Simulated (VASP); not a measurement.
# ZnO (P6_3mc) in VASP: single point with LDA

Aim: the single point of ZnO with LDA.

Program: VASP 6.6.1. These are calculated values, not measurements. Logs are shortened: lines on timing, memory, paths and dates and some standing lists are left out, and cuts for length are marked.

**Experimental background.**

From “Electronic structure of alkaline earth and post-transition metal oxides”, 2009, arxiv:0908.1581, for a bulk crystal of ZnO: band gap 3.37 eV.

The results are compared with them further down.

## Step 1: The cell of the first run

It takes space group P6_3mc (No. 186, hexagonal). The conventional cell has a = 3.187 Å, b = 3.187 Å, c = 5.152 Å, α = 90.00°, β = 90.00°, γ = 120.00°. Within 2.6 Å of Zn (site symmetry 3m) lie 4 O at 1.94 to 1.95 Å. Within 2.6 Å of O (site symmetry 3m) lie 4 Zn at 1.94 to 1.95 Å.

## Step 2: Single point, LDA

Contents of INCAR:

```
SYSTEM = ZnO
PREC     = Accurate       ! precision mode
ENCUT    = 520            ! plane-wave cutoff, eV
EDIFF    = 1E-6           ! SCF threshold, eV
ISMEAR   = 0              ! smearing method
SIGMA    = 0.02           ! smearing width, eV
LREAL    = .FALSE.        ! projectors in reciprocal space
LASPH    = .TRUE.         ! aspherical terms in the spheres
NELM     = 60             ! most SCF steps
ALGO     = Normal         ! electronic algorithm
ISIF     = 2              ! what is computed and relaxed
LWAVE    = .FALSE.        ! write WAVECAR
LCHARG   = .FALSE.        ! write CHGCAR
NBANDS   = 26             ! bands
```

Contents of KPOINTS:

```
regular mesh
0
G
  21 21 12
  0 0 0
```

Contents of POSCAR:

```
ZnO
1.0
    3.1871106296      0.0000000000      0.0000000000
   -1.5935553148      2.7601187699      0.0000000000
    0.0000000000      0.0000000000      5.1524904421
Zn O
2 2
Direct
    0.3333333333      0.6666666667      0.5002883124
    0.6666666667      0.3333333333      0.0002883124
    0.6666666667      0.3333333333      0.3787216876
    0.3333333333      0.6666666667      0.8787216876
```

Potentials or basis: VASP PAW LDA potentials, release 64 (Zn, O).

On the command line:

```sh
> cat potpaw_LDA.64/Zn/POTCAR potpaw_LDA.64/O/POTCAR > POTCAR
> mpirun -np 1 vasp_std > vasp.out
```

OUTCAR:

```text
SYSTEM = ZnO
   PREC = Accurate
   ENCUT = 520
   EDIFF = 1E-6
   ISMEAR = 0
   LREAL = .FALSE.
   LASPH = .TRUE.
   NELM = 60
   ISIF = 2

 ion  position               nearest neighbor table
   1  0.333  0.667  0.500-   3 1.94   3 1.94   3 1.94   4 1.95
   2  0.667  0.333  0.000-   4 1.94   4 1.94   4 1.94   3 1.95
   3  0.667  0.333  0.379-   1 1.94   1 1.94   1 1.94   2 1.95
   4  0.333  0.667  0.879-   2 1.94   2 1.94   2 1.94   1 1.95

  LATTYP: Found a hexagonal cell.
 ALAT       =     3.1871106296
 C/A-ratio  =     1.6166650741

  Lattice vectors:

 A1 = (   3.1871106296,   0.0000000000,   0.0000000000)
 A2 = (  -1.5935553148,   2.7601187699,   0.0000000000)
 A3 = (   0.0000000000,   0.0000000000,   5.1524904421)

Analysis of symmetry for initial positions (statically):
=====================================================================
 Subroutine PRICEL returns:
 Original cell was already a primitive cell.

 Routine SETGRP: Setting up the symmetry group for a
 hexagonal supercell.

 Subroutine GETGRP returns: Found 12 space group operations
 (whereof  6 operations were pure point group operations)
 out of a pool of 24 trial point group operations.

The static configuration has the point symmetry C_3v.
 The point group associated with its full space group is C_6v.

Analysis of symmetry for dynamics (positions and initial velocities):
=====================================================================
 Subroutine PRICEL returns:
 Original cell was already a primitive cell.

 Routine SETGRP: Setting up the symmetry group for a
 hexagonal supercell.

 Subroutine GETGRP returns: Found 12 space group operations
 (whereof  6 operations were pure point group operations)
 out of a pool of 24 trial point group operations.

The dynamic configuration has the point symmetry C_3v.
 The point group associated with its full space group is C_6v.

 Subroutine INISYM returns: Found 12 space group operations
 (whereof  6 operations are pure point group operations),
 and found     1 'primitive' translations

----------------------------------------------------------------------------------------

                                     Primitive cell

  volume of cell :      45.3254

  direct lattice vectors                    reciprocal lattice vectors
     3.187110630  0.000000000  0.000000000     0.313763818  0.181151625  0.000000000
    -1.593555315  2.760118770  0.000000000     0.000000000  0.362303250  0.000000000
     0.000000000  0.000000000  5.152490442     0.000000000  0.000000000  0.194080903

  length of vectors
     3.187110630  3.187110630  5.152490442     0.362303250  0.362303250  0.194080903

  position of ions in fractional coordinates (direct lattice)
     0.333333333  0.666666667  0.500288312
     0.666666667  0.333333333  0.000288312
     0.666666667  0.333333333  0.378721688
     0.333333333  0.666666667  0.878721688

  ion indices of the primitive-cell ions
   primitive index   ion index
                 1           1
                 2           2
                 3           3
                 4           4

----------------------------------------------------------------------------------------

 KPOINTS: regular mesh

Automatic generation of k-mesh.
 Grid dimensions read from file:
 generate k-points for:   21   21   12

 Generating k-lattice:

  Cartesian coordinates                     Fractional coordinates (reciprocal lattice)
     0.014941134  0.008626268  0.000000000     0.047619048 -0.000000000  0.000000000
     0.000000000  0.017252536  0.000000000     0.000000000  0.047619048  0.000000000
     0.000000000  0.000000000  0.016173409     0.000000000  0.000000000  0.083333333

  Length of vectors
     0.017252536  0.017252536  0.016173409

  Shift w.r.t. Gamma in fractional coordinates (k-lattice)
     0.000000000  0.000000000  0.000000000

 Subroutine IBZKPT returns following result:
 ===========================================

 Found    336 irreducible k-points:

 Following reciprocal coordinates:
            Coordinates               Weight
  0.000000  0.000000  0.000000      1.000000
  0.047619  0.000000  0.000000      6.000000
  0.095238  0.000000  0.000000      6.000000
  0.142857  0.000000  0.000000      6.000000
  0.190476  0.000000  0.000000      6.000000
  0.238095  0.000000  0.000000      6.000000
[... 16 lines left out ...]
  0.142857  0.095238  0.000000     12.000000
  0.190476  0.095238  0.000000     12.000000
 [... further k-points ...]
   k-points           NKPTS =    336   k-points in BZ     NKDIM =    336   number of bands    NBANDS=     26
   number of dos      NEDOS =    301   number of ions     NIONS =      4
   total plane-waves  NPLWV =  23040
   dimension x,y,z NGX =    24 NGY =   24 NGZ =   40
   dimension x,y,z NGXF=    48 NGYF=   48 NGZF=   80
   ions per type =               2   2
   NGX,Y,Z   is equivalent  to a cutoff of  12.52, 12.52, 12.91 a.u.
   NGXF,Y,Z  is equivalent  to a cutoff of  25.04, 25.04, 25.81 a.u.
 SYSTEM =  ZnO
   PREC   = accura    normal or accurate (medium, high low for compatibility)
   ISTART =      0    job   : 0-new  1-cont  2-samecut
   ICHARG =      2    charge: 1-file 2-atom 10-const
   ISPIN  =      1    spin polarized calculation?
   LNONCOLLINEAR =      F non collinear calculations
   LSORBIT =      F    spin-orbit coupling
   LASPH  =      T    aspherical Exc in radial PAW
   ENCUT  =  520.0 eV  38.22 Ry    6.18 a.u.   5.93  5.93  9.58*2*pi/ulx,y,z
   NELM   =     60;   NELMIN=  2; NELMDL= -5     # of ELM steps
   EDIFF  = 0.1E-05   stopping-criterion for ELM
   LREAL  =      F    real-space projection
   EDIFFG = 0.1E-04   stopping-criterion for IOM
   NSW    =      0    number of steps for IOM
   IBRION =     -1    ionic relax: 0-MD 1-quasi-New 2-CG
   NFREE  =      0    steps in history (QN), initial steepest desc. (CG)
   ISIF   =      2    stress and relaxation
   ISYM   =      2    0-nonsym 1-usesym 2-fastsym
   POTIM  = 0.5000    time-step for ionic-motion
   TEBEG  =    0.0;   TEEND  =   0.0 temperature during run
   PSTRESS=    0.0 pullay stress
   NELECT =      36.0000    total number of electrons
   NUPDOWN=      -1.0000    fix difference up-down
   EMIN   =  10.00;   EMAX   =-10.00  energy-range for DOS
   EFERMI =   0.00;   METHOD = LEGACY
   ISMEAR =     0;   SIGMA  =   0.02  broadening in eV -4-tet -1-fermi 0-gaus
   EFERMI_NEDOS =   21; number of points for ismear=-14 and -15
   IALGO  =     38    algorithm
   IMIX   =      4    mixing-type and parameters
     AMIX     =   0.40;   BMIX     =  1.00
     AMIX_MAG =   1.60;   BMIX_MAG =  1.00
  volume/ion in A,a.u.               =      11.33        76.47
  Fermi-wavevector in a.u.,A,eV,Ry     =   1.516102  2.865017 31.273861  2.298564
  Thomas-Fermi vector in A             =   2.625536
   LORBIT       =      0    0 simple, 1 ext, 2 COOP (PROOUT), +10 PAW based schemes
   GGA     = CA    functional components
   LHFCALC =     F    Hartree Fock is set to
   AEXX    =    0.0000 exact exchange contribution
   IVDW    =     0    specifies the selected vdW correction
   LEPSILON=     F    determine dielectric tensor
   LRPA    =     F    only Hartree local field effects (RPA)
 non-spin polarized calculation
 Gauss-broadening in eV      SIGMA  =   0.02
  energy-cutoff  :      520.00
  volume of cell :       45.33
 maximum number of plane-waves:      1240
 NGX is ok and might be reduce to    24
   NGX = 11   NGY = 11   NGZ = 19

 number of electron      35.9999984 magnetization

 Free energy of the ion-electron system (eV)
  ---------------------------------------------------
  ext. energy  EPLUGINS =         0.00000000
  ---------------------------------------------------
  free energy    TOTEN  =       -21.15688669 eV

  energy without entropy =      -21.15688669  energy(sigma->0) =      -21.15688669

 E-fermi :   1.4458     XC(G=0): -11.7256

 val. band max:        1.3518202722   @ k =   0.0000   0.0000   0.0000
 cond. band min:       2.1605109642   @ k =   0.0000   0.0000   0.0000
 fundamental gap:      0.8086906920
 Fermi energy:         1.4458225843

 k-point     1 :       0.0000    0.0000    0.0000
  band No.  band energies     occupation
      1     -16.8728      2.00000
      2     -16.0298      2.00000
      3      -4.7733      2.00000
      4      -4.6808      2.00000
      5      -4.6808      2.00000
      6      -4.6424      2.00000
[... 18 lines left out ...]
     25      15.6626      0.00000
     26      15.6626      0.00000

 k-point     2 :       0.0476    0.0000    0.0000
  band No.  band energies     occupation
      1     -16.8578      2.00000
      2     -16.0227      2.00000
      3      -4.7546      2.00000
      4      -4.6984      2.00000
      5      -4.6728      2.00000
      6      -4.6311      2.00000
[... 18 lines left out ...]
     25      15.4871      0.00000
     26      15.7001      0.00000

 k-point     3 :       0.0952    0.0000    0.0000
  band No.  band energies     occupation
      1     -16.8143      2.00000
      2     -16.0031      2.00000
      3      -4.7610      2.00000
      4      -4.6808      2.00000
      5      -4.6496      2.00000
      6      -4.6070      2.00000
[... 18 lines left out ...]
     25      15.5435      0.00000
     26      15.7880      0.00000

 k-point     4 :       0.1429    0.0000    0.0000
  band No.  band energies     occupation
      1     -16.7447      2.00000
      2     -15.9728      2.00000
      3      -4.8292      2.00000
      4      -4.6142      2.00000
      5      -4.5964      2.00000
      6      -4.5811      2.00000
[... 18 lines left out ...]
     25      15.5903      0.00000
     26      15.8583      0.00000
[... 496 lines left out ...]
      1     -16.7045      2.00000
      2     -15.9560      2.00000
      3      -4.8346      2.00000
      4      -4.6794      2.00000
      5      -4.5566      2.00000
      6      -4.5181      2.00000
[... 18 lines left out ...]
     25      15.1468      0.00000
     26      16.2320      0.00000

 k-point    23 :       0.1429    0.0952    0.0000
  band No.  band energies     occupation
      1     -16.6159      2.00000
      2     -15.9209      2.00000
      3      -4.8944      2.00000
      4      -4.6670      2.00000
      5      -4.5307      2.00000
      6      -4.4795      2.00000
[... 18 lines left out ...]
     25      14.8224      0.00000
     26      16.4396      0.00000

 k-point    24 :       0.1905    0.0952    0.0000
  band No.  band energies     occupation
      1     -16.5118      2.00000
      2     -15.8837      2.00000
      3      -4.9525      2.00000
      4      -4.6572      2.00000
      5      -4.5154      2.00000
      6      -4.4176      2.00000
[... 18 lines left out ...]
     25      14.6242      0.00000
     26      16.2662      0.00000

 [... further k-points ...]

------------------------ aborting loop because EDIFF is reached ----------------------------------------

  FORCE on cell =-STRESS in cart. coord.  units (eV):
  Direction    XX          YY          ZZ          XY          YZ          ZX
  --------------------------------------------------------------------------------------
  -------------------------------------------------------------------------------------
  Total        0.3211269      0.3211269      0.3152802      0.0000000      0.0000000      0.0000000
  in kB       11.3512893     11.3512893     11.1446188      0.0000000      0.0000000      0.0000000
  external PRESSURE =      11.2823991 kB  Pullay stress =       0.0000000 kB

 VOLUME and BASIS-vectors are now :
 -----------------------------------------------------------------------------
  energy-cutoff  :      520.00
  volume of cell :       45.33
      direct lattice vectors                 reciprocal lattice vectors
     3.187110630  0.000000000  0.000000000     0.313763818  0.181151625  0.000000000
    -1.593555315  2.760118770  0.000000000     0.000000000  0.362303250  0.000000000
     0.000000000  0.000000000  5.152490442     0.000000000  0.000000000  0.194080903

 POSITION                                       TOTAL-FORCE (eV/Angst)
 -----------------------------------------------------------------------------------
     -0.00000      1.84008      2.57773        -0.000000      0.000000      0.001903
      1.59356      0.92004      0.00149        -0.000000      0.000000      0.001903
      1.59356      0.92004      1.95136         0.000000      0.000000     -0.001903
     -0.00000      1.84008      4.52761        -0.000000      0.000000     -0.001903
 -----------------------------------------------------------------------------------
    total drift:                                0.000001      0.000001      0.000020

  FREE ENERGIE OF THE ION-ELECTRON SYSTEM (eV)
  ---------------------------------------------------
  free  energy   TOTEN  =       -21.1568866865 eV

  energy  without entropy=      -21.1568866865  energy(sigma->0) =      -21.15688669
```

Wall time 5.8 min (1 thread of Oxide Virtual Turin-like, shared host); peak memory 0.36 GiB.

Results:

| Property | Result |
| --- | --- |
| Free energy | -21.1569 eV |
| Pressure | 1.1 GPa |
| Band gap on the k mesh | 0.81 eV, direct |

## Step 3: Comparison with measurements

Step 2. A measured gap of ZnO is 3.37 eV (quoted in “Electronic structure of alkaline earth and post-transition metal oxides”, 2009, arxiv:0908.1581); the calculated 0.81 eV misses it by -2.56 eV. So large a miss can be the level of theory's own, or it may mean another phase, state or a wrong row. The value is that of LDA on a finite k mesh, which can miss the band edges, without temperature or zero-point motion. Semilocal functionals fall short of measured gaps as a rule.
